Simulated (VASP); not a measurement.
# CuO (Cccm) in VASP: relaxation of shape and atoms at fixed volume with PBEsol

Aim: the relaxation of shape and atoms at fixed volume of CuO with PBEsol.

All numbers are computed with VASP 6.6.1; they aren't measurements. Logs are shortened: lines on timing, memory, paths and dates and some standing lists are left out, and cuts for length are marked.

**1. The cell of the first run**

The typed cell holds 4 atoms: a = 3.001 Å, b = 3.001 Å, c = 5.162 Å, α = 90.00°, β = 90.00°, γ = 89.97°.

**2. Relaxation of shape and atoms at fixed volume, PBEsol (11.62 Å³/atom)**

INCAR

```
PREC     = Accurate       # precision mode
ENCUT    = 600            # plane-wave cutoff, eV
EDIFF    = 1E-7           # SCF threshold, eV
ISMEAR   = 0              # smearing method
SIGMA    = 0.1            # smearing width, eV
LREAL    = False          # projectors in reciprocal space
LASPH    = True           # aspherical terms in the spheres
NELM     = 120            # most SCF steps
ALGO     = Normal         # electronic algorithm
ISIF     = 4              # what is computed and relaxed
LWAVE    = False          # write WAVECAR
LCHARG   = False          # write CHGCAR
GGA      = PS             # functional
IBRION   = 2              # ionic algorithm
NSW      = 50             # ionic steps
EDIFFG   = -0.01          # ionic threshold
GGA_COMPAT= False        
NELMIN   = 4
```

KPOINTS

```
Automatic mesh
0
Gamma
  16 16 8
```

POSCAR

```
CuO
1.0
    2.1161802099     -2.1215298390      0.1653301506
    2.1161802099      2.1215298390      0.1653301506
   -0.4021273774      0.0000000000      5.1462108569
Cu O
2 2
Direct
    0.0000000000      0.5000000000      0.0000000000
    0.5000000000      0.0000000000      0.5000000000
    0.5000037295      0.4999962705      0.2500000000
    0.4999962705      0.5000037295      0.7500000000
```

Potentials or basis: VASP PAW PBE potentials, release 64 (Cu, O).

Run with:

```sh
$ cat potpaw_PBE.64/Cu/POTCAR potpaw_PBE.64/O/POTCAR > POTCAR
$ mpirun -np 1 vasp_std > vasp.out
```

OUTCAR:

```text
PREC = Accurate
   ENCUT = 600
   EDIFF = 1E-7
   ISMEAR = 0
   LREAL = False
   LASPH = True
   NELM = 120
   ISIF = 4
   GGA = PS
   IBRION = 2
   NSW = 50
   EDIFFG = -0.01
   NELMIN = 4

 ion  position               nearest neighbor table
   1  0.000  0.500  0.000-   3 1.98   4 1.98   4 1.98   3 1.98
   2  0.500  0.000  0.500-   4 1.98   3 1.98   4 1.98   3 1.98
   3  0.500  0.500  0.250-   2 1.98   1 1.98   2 1.98   1 1.98
   4  0.500  0.500  0.750-   1 1.98   2 1.98   2 1.98   1 1.98

  LATTYP: Found a simple monoclinic cell.
 ALAT       =     3.0010734075
 B/A-ratio  =     1.7200172934
 C/A-ratio  =     1.4138473479
 COS(beta)  =    -0.7069236739

  Lattice vectors:

 A1 = (   2.1161802099,   2.1215298390,   0.1653301506)
 A2 = (  -0.4021273774,   0.0000000000,   5.1462108569)
 A3 = (   0.0000000000,  -4.2430596780,   0.0000000000)

Analysis of symmetry for initial positions (statically):
=====================================================================
 Subroutine PRICEL returns:
 Original cell was already a primitive cell.

 Routine SETGRP: Setting up the symmetry group for a
 simple monoclinic supercell.

 Subroutine GETGRP returns: Found  4 space group operations
 (whereof  4 operations were pure point group operations)
 out of a pool of  4 trial point group operations.

The static configuration has the point symmetry C_2h.

Analysis of symmetry for dynamics (positions and initial velocities):
=====================================================================
 Subroutine PRICEL returns:
 Original cell was already a primitive cell.

 Routine SETGRP: Setting up the symmetry group for a
 simple monoclinic supercell.

 Subroutine GETGRP returns: Found  4 space group operations
 (whereof  4 operations were pure point group operations)
 out of a pool of  4 trial point group operations.

The dynamic configuration has the point symmetry C_2h.

 Subroutine INISYM returns: Found  4 space group operations
 (whereof  4 operations are pure point group operations),
 and found     1 'primitive' translations

----------------------------------------------------------------------------------------

                                     Primitive cell
[... 98 lines left out ...]
   NSW    =     50    number of steps for IOM
   IBRION =      2    ionic relax: 0-MD 1-quasi-New 2-CG
   NFREE  =      1    steps in history (QN), initial steepest desc. (CG)
   ISIF   =      4    stress and relaxation
   ISYM   =      2    0-nonsym 1-usesym 2-fastsym
   POTIM  = 0.5000    time-step for ionic-motion
   TEBEG  =    0.0;   TEEND  =   0.0 temperature during run
   PSTRESS=    0.0 pullay stress
   NELECT =      34.0000    total number of electrons
   NUPDOWN=      -1.0000    fix difference up-down
   EMIN   =  10.00;   EMAX   =-10.00  energy-range for DOS
   EFERMI =   0.00;   METHOD = LEGACY
   ISMEAR =     0;   SIGMA  =   0.10  broadening in eV -4-tet -1-fermi 0-gaus
   EFERMI_NEDOS =   21; number of points for ismear=-14 and -15
   IALGO  =     38    algorithm
   IMIX   =      4    mixing-type and parameters
     AMIX     =   0.40;   BMIX     =  1.00
     AMIX_MAG =   1.60;   BMIX_MAG =  1.00
  volume/ion in A,a.u.               =      11.62        78.43
  Fermi-wavevector in a.u.,A,eV,Ry     =   1.474960  2.787270 29.599573  2.175507
  Thomas-Fermi vector in A             =   2.589668
   LORBIT       =      0    0 simple, 1 ext, 2 COOP (PROOUT), +10 PAW based schemes
   GGA     = PS    functional components
   LHFCALC =     F    Hartree Fock is set to
   AEXX    =    0.0000 exact exchange contribution
   IVDW    =     0    specifies the selected vdW correction
   LEPSILON=     F    determine dielectric tensor
   LRPA    =     F    only Hartree local field effects (RPA)
 conjugate gradient relaxation of ions
 non-spin polarized calculation
 Gauss-broadening in eV      SIGMA  =   0.10
  energy-cutoff  :      600.00
  volume of cell :       46.49
 maximum number of plane-waves:      1584
   NGX = 11   NGY = 11   NGZ = 21

--------------------------------------- Ionic step        1  -------------------------------------------

 number of electron      34.0000035 magnetization

 Free energy of the ion-electron system (eV)
  ---------------------------------------------------
  ext. energy  EPLUGINS =         0.00000000
  ---------------------------------------------------
  free energy    TOTEN  =       -21.36098703 eV

  energy without entropy =      -21.34937475  energy(sigma->0) =      -21.35518089

------------------------ aborting loop because EDIFF is reached ----------------------------------------

  FORCE on cell =-STRESS in cart. coord.  units (eV):
  Direction    XX          YY          ZZ          XY          YZ          ZX
  --------------------------------------------------------------------------------------
  -------------------------------------------------------------------------------------
  Total       -3.0805798     -3.0743450     -3.4190560     -0.0001970     -0.0000154      0.0266539
  in kB     -106.1647740   -105.9499051   -117.8295420     -0.0067887     -0.0005312      0.9185623
  external PRESSURE =    -109.9814070 kB  Pullay stress =       0.0000000 kB
[... 63 lines left out ...]
--------------------------------------- Ionic step        3  -------------------------------------------

 number of electron      34.0000023 magnetization

 Free energy of the ion-electron system (eV)
  ---------------------------------------------------
  ext. energy  EPLUGINS =         0.00000000
  ---------------------------------------------------
  free energy    TOTEN  =       -21.36190755 eV

  energy without entropy =      -21.35053525  energy(sigma->0) =      -21.35622140

 E-fermi :   4.1677     XC(G=0): -11.3184

 val. band max:        4.1675704533   @ k =   0.3750   0.1875   0.5000
 cond. band min:       4.1708812752   @ k =  -0.2500  -0.4375  -0.3750
 fundamental gap:      0.0033108218
 Fermi energy:         4.1676943124

 k-point     1 :       0.0000    0.0000    0.0000
  band No.  band energies     occupation
      1     -15.2219      2.00000
      2     -13.9121      2.00000
      3      -3.5836      2.00000
      4      -1.0559      2.00000
      5      -1.0550      2.00000
      6       0.6489      2.00000
[... 565 lines left out ...]
     20       9.8818      0.00000
     21      11.9096      0.00000

 [... further k-points ...]

------------------------ aborting loop because EDIFF is reached ----------------------------------------

  FORCE on cell =-STRESS in cart. coord.  units (eV):
  Direction    XX          YY          ZZ          XY          YZ          ZX
  --------------------------------------------------------------------------------------
  -------------------------------------------------------------------------------------
  Total       -3.1114999     -3.1079324     -3.1218563      0.0006565      0.0000513      0.0008511
  in kB     -107.2303581   -107.1074143   -107.5872665      0.0226236      0.0017667      0.0293316
  external PRESSURE =    -107.3083463 kB  Pullay stress =       0.0000000 kB
[... 19 lines left out ...]
  FREE ENERGIE OF THE ION-ELECTRON SYSTEM (eV)
  ---------------------------------------------------
  free  energy   TOTEN  =       -21.3619075491 eV

  energy  without entropy=      -21.3505352501  energy(sigma->0) =      -21.35622140

 reached required accuracy - stopping structural energy minimisation
```

OSZICAR:

```text
N       E                     dE             d eps       ncg     rms          rms(c)
DAV:   1     0.324459979543E+03    0.32446E+03   -0.18285E+04 27641   0.273E+03
DAV:   2     0.239023567741E+02   -0.30056E+03   -0.28555E+03 27878   0.454E+02
[... 28 lines left out ...]
DAV:   3    -0.213619086116E+02    0.42879E-03   -0.33413E-04 44326   0.486E-01    0.249E-02
DAV:   4    -0.213619284501E+02   -0.19839E-04   -0.20100E-04 44188   0.529E-01    0.517E-02
DAV:   5    -0.213619091066E+02    0.19343E-04   -0.11589E-04 42497   0.397E-01    0.858E-03
DAV:   6    -0.213619077460E+02    0.13606E-05   -0.77436E-06 43410   0.668E-02    0.625E-03
DAV:   7    -0.213619075446E+02    0.20134E-06   -0.90259E-07 31520   0.282E-02    0.262E-03
DAV:   8    -0.213619075491E+02   -0.45088E-08   -0.16660E-07 19155   0.702E-03
   3 F= -.21361908E+02 E0= -.21356221E+02  d E =-.920517E-03
```

Wall time 34 min (1 thread of Intel Xeon 8259CL, shared host); peak memory 0.73 GiB.

Results:

```yaml
Free_energy: -21.3619 eV
Energy_gained_by_relaxing: 0.2 meV/atom
Ionic_steps: 3
Pressure_after_relaxing: -10.7 GPa
Band_gap_on_the_k_mesh: zero (bands 17 and 18 overlap by 1.23 eV)
```

The path:
```
step  energy change (eV)  largest force (eV/Å)  pressure (GPa)  volume (Å³)
   1              0.0000                0.0000          -11.00        46.49
   2             -0.0007                0.0000          -10.85        46.49
   3             -0.0009                0.0000          -10.73        46.49
```

Final structure:
```
CELL_PARAMETERS angstrom
2.12154 -2.12710 0.16575
2.12152 2.12708 0.16575
-0.40006 0.00000 5.11983
ATOMIC_POSITIONS crystal
Cu 0.00000 0.50000 0.00000
Cu 0.50000 0.00000 0.50000
O 0.50000 0.50000 0.25000
O 0.50000 0.50000 0.75000
```

Caveat: the PAW data sets were made with another functional, which shifts forces and pressure a little; semilocal functionals often make such compounds metallic where correlation or magnetic order opens a gap, which also shifts bond lengths.
